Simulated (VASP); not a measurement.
# Ba (P6/mmm) in VASP: a series of runs

Aim: see how the results for Ba move with the level of theory and the settings. Levels: PBEsol+D3(BJ), PBEsol+D4, PBEsol. Tasks: single point.

All numbers are computed with VASP 6.6.1; they aren't measurements. Logs are shortened: lines on timing, memory, paths and dates and some standing lists are left out, and cuts for length are marked.

## (1) The cell of the first run

Symmetry: P6/mmm, No. 191, hexagonal system. Conventional cell: a = 3.969 Å, b = 3.969 Å, c = 3.669 Å, α = 90.00°, β = 90.00°, γ = 120.00°. Ba (site symmetry 6/mmm) has 8 Ba at 3.67 to 3.97 Å within 4.8 Å.

## (2) Single point, PBEsol+D3(BJ)

INCAR

```
PREC = Accurate ; ENCUT = 520
EDIFF = 1E-7 ; ISMEAR = -1
SIGMA = 0.05 ; LREAL = False
LASPH = True ; NELM = 100
ALGO = Fast ; ISIF = 2
LWAVE = False ; LCHARG = False
GGA = PS ; IVDW = 12
NBANDS = 11
```

KPOINTS

```
regular mesh
0
Gamma
  7 7 7
```

POSCAR

```
Ba
1.0
    3.9692809003      0.0000000000      0.0000000000
   -1.9846404502      3.4374980944      0.0000000000
    0.0000000000      0.0000000000      3.6686499078
Ba
1
Direct
    0.0000000000      0.0000000000      0.0000000000
```

Potentials or basis: VASP PAW PBE potentials, release 64 (Ba_sv).

On the command line:

```
$ cat potpaw_PBE.64/Ba_sv/POTCAR > POTCAR
$ mpirun -np 1 vasp_std > vasp.out
```

OUTCAR:

```text
PREC = Accurate
   ENCUT = 520
   EDIFF = 1E-7
   ISMEAR = -1
   LREAL = False
   LASPH = True
   NELM = 100
   ISIF = 2
   GGA = PS
   IVDW = 12
 IVDW          = 12

 ion  position               nearest neighbor table
   1  0.000  0.000  0.000-

  LATTYP: Found a hexagonal cell.
 ALAT       =     3.9692809003
 C/A-ratio  =     0.9242605903

  Lattice vectors:

 A1 = (   3.9692809003,   0.0000000000,   0.0000000000)
 A2 = (  -1.9846404502,   3.4374980944,   0.0000000000)
 A3 = (   0.0000000000,   0.0000000000,   3.6686499078)

Analysis of symmetry for initial positions (statically):
=====================================================================
 Subroutine PRICEL returns:
 Original cell was already a primitive cell.

 Routine SETGRP: Setting up the symmetry group for a
 hexagonal supercell.

 Subroutine GETGRP returns: Found 24 space group operations
 (whereof 24 operations were pure point group operations)
 out of a pool of 24 trial point group operations.

The static configuration has the point symmetry D_6h.

Analysis of symmetry for dynamics (positions and initial velocities):
=====================================================================
 Subroutine PRICEL returns:
 Original cell was already a primitive cell.

 Routine SETGRP: Setting up the symmetry group for a
 hexagonal supercell.

 Subroutine GETGRP returns: Found 24 space group operations
 (whereof 24 operations were pure point group operations)
 out of a pool of 24 trial point group operations.

The dynamic configuration has the point symmetry D_6h.

 Subroutine INISYM returns: Found 24 space group operations
 (whereof 24 operations are pure point group operations),
 and found     1 'primitive' translations

----------------------------------------------------------------------------------------

                                     Primitive cell

  volume of cell :      50.0565

  direct lattice vectors                    reciprocal lattice vectors
     3.969280900  0.000000000  0.000000000     0.251934803  0.145454626  0.000000000
    -1.984640450  3.437498094  0.000000000     0.000000000  0.290909252  0.000000000
     0.000000000  0.000000000  3.668649908     0.000000000  0.000000000  0.272579839

  length of vectors
     3.969280900  3.969280900  3.668649908     0.290909252  0.290909252  0.272579839

  position of ions in fractional coordinates (direct lattice)
[... 83 lines left out ...]
   ISIF   =      2    stress and relaxation
   ISYM   =      2    0-nonsym 1-usesym 2-fastsym
   POTIM  = 0.5000    time-step for ionic-motion
   TEBEG  =    0.0;   TEEND  =   0.0 temperature during run
   PSTRESS=    0.0 pullay stress
   NELECT =      10.0000    total number of electrons
   NUPDOWN=      -1.0000    fix difference up-down
   EMIN   =  10.00;   EMAX   =-10.00  energy-range for DOS
   EFERMI =   0.00;   METHOD = LEGACY
   ISMEAR =    -1;   SIGMA  =   0.05  broadening in eV -4-tet -1-fermi 0-gaus
   EFERMI_NEDOS =   21; number of points for ismear=-14 and -15
   IALGO  =     68    algorithm
   IMIX   =      4    mixing-type and parameters
     AMIX     =   0.40;   BMIX     =  1.00
     AMIX_MAG =   1.60;   BMIX_MAG =  1.00
  volume/ion in A,a.u.               =      50.06       337.80
  Fermi-wavevector in a.u.,A,eV,Ry     =   0.957021  1.808507 12.461420  0.915889
  Thomas-Fermi vector in A             =   2.086001
   LORBIT       =      0    0 simple, 1 ext, 2 COOP (PROOUT), +10 PAW based schemes
   GGA     = PS    functional components
   LHFCALC =     F    Hartree Fock is set to
   AEXX    =    0.0000 exact exchange contribution
   IVDW    =    12    specifies the selected vdW correction
   LEPSILON=     F    determine dielectric tensor
   LRPA    =     F    only Hartree local field effects (RPA)
 non-spin polarized calculation
 RMM-DIIS sequential band-by-band and
  energy-cutoff  :      520.00
  volume of cell :       50.06
 maximum number of plane-waves:      1370
 NGX is ok and might be reduce to    30
   NGX = 15   NGY = 15   NGZ = 13

 number of electron      10.0000000 magnetization

 number of electron       9.9999999 magnetization

 Free energy of the ion-electron system (eV)
  ---------------------------------------------------
  ext. energy  EPLUGINS =         0.00000000
  ---------------------------------------------------
  free energy    TOTEN  =        -1.96125505 eV

  energy without entropy =       -1.95452730  energy(sigma->0) =       -1.95789117

 E-fermi :   2.3745     XC(G=0):  -8.2868

 val. band max:        2.3044874750   @ k =   0.2857   0.2857   0.2857
 cond. band min:       2.3775813162   @ k =   0.4286   0.1429   0.2857
 fundamental gap:      0.0730938413
 Fermi energy:         2.3744623041

 k-point     1 :       0.0000    0.0000    0.0000
  band No.  band energies     occupation
      1     -26.4375      2.00000
      2     -11.1061      2.00000
      3     -11.1061      2.00000
      4     -11.0100      2.00000
      5      -0.3769      2.00000
      6       2.2991      1.63759
      7       4.2974      0.00000
      8       4.2974      0.00000
      9       8.4446      0.00000
     10       8.4446      0.00000
     11       9.0305      0.00000
[... 309 lines left out ...]
 k-point    24 :       0.2857    0.2857    0.2857
  band No.  band energies     occupation
      1     -26.2319      2.00000
      2     -11.8223      2.00000
      3     -11.6520      2.00000
      4     -11.5737      2.00000
      5       2.3045      1.60421
      6       2.8638      0.00011
      7       4.5033      0.00000
      8       4.8307      0.00000
      9       5.7880      0.00000
     10       8.9031      0.00000
     11      10.7180      0.00000

 [... further k-points ...]

------------------------ aborting loop because EDIFF is reached ----------------------------------------

 Edisp (eV)   -0.31846

 E8    (eV) :    -0.2512

  FORCE on cell =-STRESS in cart. coord.  units (eV):
  Direction    XX          YY          ZZ          XY          YZ          ZX
  --------------------------------------------------------------------------------------
  -------------------------------------------------------------------------------------
  Total       0.06212     0.06212     0.12090    -0.00000    -0.00000     0.00000
  in kB       1.98825     1.98825     3.86964    -0.00000    -0.00000     0.00000
  external pressure =        2.62 kB  Pullay stress =        0.00 kB

 VOLUME and BASIS-vectors are now :
 -----------------------------------------------------------------------------
  energy-cutoff  :      520.00
  volume of cell :       50.06
      direct lattice vectors                 reciprocal lattice vectors
     3.969280900  0.000000000  0.000000000     0.251934803  0.145454626  0.000000000
    -1.984640450  3.437498094  0.000000000     0.000000000  0.290909252  0.000000000
     0.000000000  0.000000000  3.668649908     0.000000000  0.000000000  0.272579839

 POSITION                                       TOTAL-FORCE (eV/Angst)
 -----------------------------------------------------------------------------------
      0.00000      0.00000      0.00000         0.000000      0.000000      0.000000
 -----------------------------------------------------------------------------------
    total drift:                               -0.000000      0.000000     -0.000000

  FREE ENERGIE OF THE ION-ELECTRON SYSTEM (eV)
  ---------------------------------------------------
  free  energy   TOTEN  =        -2.2797153784 eV

  energy  without entropy=       -2.2729876254  energy(sigma->0) =       -2.27635150
```

OSZICAR:

```text
N       E                     dE             d eps       ncg     rms          rms(c)
DAV:   1     0.506324252663E+02    0.50632E+02   -0.44065E+03   704   0.773E+02
DAV:   2     0.480807995376E-01   -0.50584E+02   -0.49092E+02   867   0.143E+02
DAV:   3    -0.193104929745E+01   -0.19791E+01   -0.19700E+01   890   0.278E+01
DAV:   4    -0.197761402026E+01   -0.46565E-01   -0.46518E-01   902   0.408E+00
DAV:   5    -0.197903646921E+01   -0.14224E-02   -0.14223E-02   942   0.529E-01    0.246E+00
RMM:   6    -0.196650774382E+01    0.12529E-01   -0.10656E-02   801   0.822E-01    0.144E+00
RMM:   7    -0.196095158946E+01    0.55562E-02   -0.26681E-02   933   0.121E+00    0.741E-02
RMM:   8    -0.196118295690E+01   -0.23137E-03   -0.21227E-03   921   0.353E-01    0.715E-02
RMM:   9    -0.196124617787E+01   -0.63221E-04   -0.82844E-04  1041   0.159E-01    0.372E-02
RMM:  10    -0.196125232183E+01   -0.61440E-05   -0.80837E-05  1039   0.485E-02    0.116E-02
RMM:  11    -0.196125433051E+01   -0.20087E-05   -0.19951E-05  1137   0.198E-02    0.814E-03
RMM:  12    -0.196125477881E+01   -0.44830E-06   -0.45855E-06  1024   0.129E-02    0.139E-03
RMM:  13    -0.196125497387E+01   -0.19506E-06   -0.14875E-06   987   0.580E-03    0.211E-04
RMM:  14    -0.196125505133E+01   -0.77462E-07   -0.38421E-07   683   0.249E-03
   1 F= -.22797154E+01 E0= -.22763515E+01  d E =-.672775E-02
```

stdout:

```text
POSCAR found type information on POSCAR Ba
 POSCAR found :  1 types and       1 ions
 scaLAPACK will be used
 -----------------------------------------------------------------------------
|                                                                             |
|                                                                             |
|     You enforced a specific xc type in the INCAR file but a different       |
|     I HOPE YOU KNOW WHAT YOU ARE DOING!                                     |
|                                                                             |
 -----------------------------------------------------------------------------

 LDA part: xc-table for (Slater+PW92), standard interpolation
 POSCAR, INCAR and KPOINTS ok, starting setup
 FFT: planning ... GRIDC
 FFT: planning ... GRID_SOFT
 FFT: planning ... GRID
 WAVECAR not read
 entering main loop
```

Run time: 15 s. Hardware: 1 thread of Intel Xeon Platinum 8488C (Sapphire Rapids), shared host; peak memory 0.17 GiB.

What came out:

```
Free energy                : -2.2797 eV
Pressure                   : 0.3 GPa
Band gap on the k mesh     : zero (band 5 reaches 2.86 eV, above the bottom of band 6 at 2.15 eV)
Dispersion energy per atom : -0.318 eV
```

Stress tensor (GPa, compression positive):
```
0.20 0.00 0.00
0.00 0.20 0.00
0.00 0.00 0.39
```

Levels at points of the mesh, in eV from the Fermi level:
| k point | band 3 | band 4 | band 5 | band 6 | band 7 | band 8 |
| --- | --- | --- | --- | --- | --- | --- |
| (0.00, 0.00, 0.00) | -13.48 | -13.38 | -2.75 | -0.08 | 1.92 | 1.92 |

Caveat: the PAW data sets were made with another functional, which shifts forces and pressure a little; spin-orbit coupling is left out, which moves the levels of the heavy elements; pairwise dispersion overbinds metals, which lowers pressure and volume.

## (3) Single point, PBEsol+D3(BJ)

This run uses another cell than the first one, of 50.32 Å³/atom, 1.005 times its volume.

INCAR

```
ALGO     = Normal         # electronic algorithm
EDIFF    = 1E-6           # SCF threshold, eV
ENCUT    = 520            # plane-wave cutoff, eV
GGA      = PS             # functional
ISIF     = 2              # what is computed and relaxed
ISMEAR   = -1             # smearing method
IVDW     = 12             # dispersion correction
LASPH    = T              # aspherical terms in the spheres
LCHARG   = F              # write CHGCAR
LREAL    = F              # projectors in reciprocal space
LWAVE    = F              # write WAVECAR
NBANDS   = 11             # bands
NELM     = 80             # most SCF steps
PREC     = Accurate       # precision mode
SIGMA    = 0.05           # smearing width, eV
```

KPOINTS

```
k-points
0
Gamma
  7 7 7
```

POSCAR

```
Ba
1.0
    3.9757025217      0.0000000000      0.0000000000
   -1.9878512609      3.4430593817      0.0000000000
    0.0000000000      0.0000000000      3.6759536145
Ba
1
Direct
    0.0000000000      0.0000000000      0.0000000000
```

Potentials or basis: VASP PAW PBE potentials, release 64 (Ba_sv).

On the command line:

```
$ cat potpaw_PBE.64/Ba_sv/POTCAR > POTCAR
$ mpirun -np 1 vasp_std > vasp.out
```

Wall time 12 s (1 thread of Intel Xeon Platinum 8488C (Sapphire Rapids), shared host); peak memory 0.17 GiB.

Results (log left out):

```yaml
Free_energy: -2.2801 eV
Pressure: 0.2 GPa
Band_gap_on_the_k_mesh: zero (band 5 reaches 2.83 eV, above the bottom of band 6 at 2.14 eV)
Dispersion_energy_per_atom: -0.317 eV
```

Stress tensor (GPa, compression positive):
```
0.12 0.00 0.00
0.00 0.12 0.00
0.00 0.00 0.29
```

Levels at points of the mesh, in eV from the Fermi level:
```tsv
k point	band 1	band 2	band 3	band 4	band 5	band 6	band 7	band 8	band 9	band 10
(0.00, 0.00, 0.00)	-28.82	-13.49	-13.49	-13.40	-2.75	-0.07	1.92	1.92	6.04	6.04
```

Caveat: three body term missing; the PAW data sets were made with another functional, which shifts forces and pressure a little; spin-orbit coupling is left out, which moves the levels of the heavy elements; pairwise dispersion overbinds metals, which lowers pressure and volume.

## (4) Single point, PBEsol+D4

This run uses another cell than the first one, of 53.50 Å³/atom, 1.069 times its volume.

INCAR

```
PREC     = Accurate       # precision mode
ENCUT    = 520            # plane-wave cutoff, eV
EDIFF    = 1E-6           # SCF threshold, eV
ISMEAR   = -1             # smearing method
SIGMA    = 0.05           # smearing width, eV
LREAL    = F              # projectors in reciprocal space
LASPH    = T              # aspherical terms in the spheres
NELM     = 100            # most SCF steps
ALGO     = Normal         # electronic algorithm
ISIF     = 2              # what is computed and relaxed
LWAVE    = F              # write WAVECAR
LCHARG   = F              # write CHGCAR
GGA      = PS             # functional
IVDW     = 13             # dispersion correction
NBANDS   = 11             # bands
```

KPOINTS

```
Automatic mesh
0
Gamma
  7 7 7
```

POSCAR

```
Ba
1.0
    4.0531877937      0.0000000000      0.0000000000
   -2.0265938969      3.5101635956      0.0000000000
    0.0000000000      0.0000000000      3.7601046973
Ba
1
Direct
    0.0000000000      0.0000000000      0.0000000000
```

On the command line:

```
$ cat potpaw_PBE.64/Ba_sv/POTCAR > POTCAR
$ mpirun -np 1 vasp_std > vasp.out
```

Wall time 11 s (1 thread of Intel Xeon Platinum 8488C (Sapphire Rapids), shared host); peak memory 0.17 GiB.

It converged, with:

```yaml
Free_energy: -2.0901 eV
Pressure: 0.2 GPa
Band_gap_on_the_k_mesh: zero (band 5 reaches 2.49 eV, above the bottom of band 6 at 1.94 eV)
Dispersion_energy_per_atom: -0.109 eV
```

Stress tensor (GPa, compression positive):
```
0.13 0.00 0.00
0.00 0.13 0.00
0.00 0.00 0.25
```

Levels at points of the mesh, in eV from the Fermi level:
```csv
k point,band 2,band 3,band 4,band 5,band 6,band 7,band 8,band 9
"(0.00, 0.00, 0.00)",-13.63,-13.63,-13.56,-2.77,-0.03,1.86,1.86,5.67
```

Caveat: the PAW data sets were made with another functional, which shifts forces and pressure a little; spin-orbit coupling is left out, which moves the levels of the heavy elements; pairwise dispersion overbinds metals, which lowers pressure and volume.

## (5) Single point, PBEsol

This run uses another cell than the first one, of 55.59 Å³/atom, 1.111 times its volume.

INCAR

```
SYSTEM = Ba
ALGO = Normal ; EDIFF = 1E-6
ENCUT = 520 ; GGA = PS
ISIF = 2 ; ISMEAR = -1
LASPH = .TRUE. ; LCHARG = .FALSE.
LREAL = .FALSE. ; LWAVE = .FALSE.
NBANDS = 11 ; NELM = 100
PREC = Accurate ; SIGMA = 0.05
```

KPOINTS

```
k-points
0
G
  7 7 7
  0 0 0
```

POSCAR

```
Ba
1.0
    4.1053696294      0.0000000000      0.0000000000
   -2.0526848147      3.5553543910      0.0000000000
    0.0000000000      0.0000000000      3.8088157395
Ba
1
Direct
    0.0000000000      0.0000000000      0.0000000000
```

On the command line:

```
$ cat potpaw_PBE.64/Ba_sv/POTCAR > POTCAR
$ mpirun -np 1 vasp_std > vasp.out
```

Run time: 11 s. Hardware: 1 thread of Intel Xeon Platinum 8488C (Sapphire Rapids), shared host; peak memory 0.17 GiB.

The run converged. Its results:

```yaml
Free_energy: -1.9846 eV
Pressure: 0.1 GPa
Band_gap_on_the_k_mesh: zero (band 5 reaches 2.29 eV, above the bottom of band 6 at 1.83 eV)
```

Stress tensor (GPa, compression positive):
```
0.07 0.00 0.00
0.00 0.07 0.00
0.00 0.00 0.21
```

Levels at points of the mesh, in eV from the Fermi level:
```
           k point  band 1  band 2  band 3  band 4  band 5  band 6  band 7  band 8  band 9  band 10
(0.00, 0.00, 0.00)  -28.92  -13.72  -13.72  -13.65   -2.77    0.00    1.82    1.82    5.45     5.45
```

Caveat: the PAW data sets were made with another functional, which shifts forces and pressure a little; spin-orbit coupling is left out, which moves the levels of the heavy elements.

## (6) The runs side by side

```csv
level,cell,gap on the mesh (eV),pressure (GPa)
PBEsol+D3(BJ),"a = 3.969, b = 3.969, c = 3.669 Å, angles 90.0, 90.0, 120.0°, 1 atom",none,0.3
PBEsol+D3(BJ),"a = 3.976, b = 3.976, c = 3.676 Å, angles 90.0, 90.0, 120.0°, 1 atom",none,0.2
PBEsol+D4,"a = 4.053, b = 4.053, c = 3.760 Å, angles 90.0, 90.0, 120.0°, 1 atom",none,0.2
PBEsol,"a = 4.105, b = 4.105, c = 3.809 Å, angles 90.0, 90.0, 120.0°, 1 atom",none,0.1
```

Alike in all rows: task single point; potentials or basis VASP PAW PBE potentials, release 64 (Ba_sv); no spin polarisation; k mesh 7 × 7 × 7; cutoff (eV) 520; smearing fermi-dirac 0.05 eV.

Caveats: the PAW data sets were made with another functional, which shifts forces and pressure a little; spin-orbit coupling is left out, which moves the levels of the heavy elements; pairwise dispersion overbinds metals, which lowers pressure and volume (some runs); three body term missing (some runs).

Total energies depend on the potentials used, so only differences within one code and one set of settings carry meaning.
